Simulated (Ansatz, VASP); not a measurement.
# One calculation of V, two programs

```
V
1.0
     0.00000    2.71051    2.71051
     2.71051    0.00000    2.71051
     2.71051    2.71051    0.00000
V
2
Direct
  0.00000 0.00000 0.00000
  0.25000 0.25000 0.25000
```

Change from the starting cell: volume scaled by 0.975.

Alike in both runs: task single point; functional PBE; k mesh 10 × 10 × 10; occupations fermi-dirac, width 0.08 eV; collinear spin.

|  | VASP | Ansatz |
| --- | --- | --- |
| version | VASP 6.6.1 | Ansatz 0.2.0 |
| potentials or method | VASP PAW PBE potentials, release 64 (V_sv), cutoff 520 eV | all-electron LAPW, scalar-relativistic |

Ansatz gave:

| Quantity | Value |
| --- | --- |
| pressure (GPa) | 1.6 |
| net moment per atom (μB) | 1.84 |
| size of the moment on the site where the two differ most (μB) | 1.56 |

**Question.** What did VASP give for the same quantities?

**Answer.** Pressure (GPa): 1.9; net moment per atom (μB): 1.85; size of the moment on the site where the two differ most (μB): 1.69.

Site moments also hang on the region over which each program counts them. Ansatz ran all-electron here, and VASP with PAW potentials.
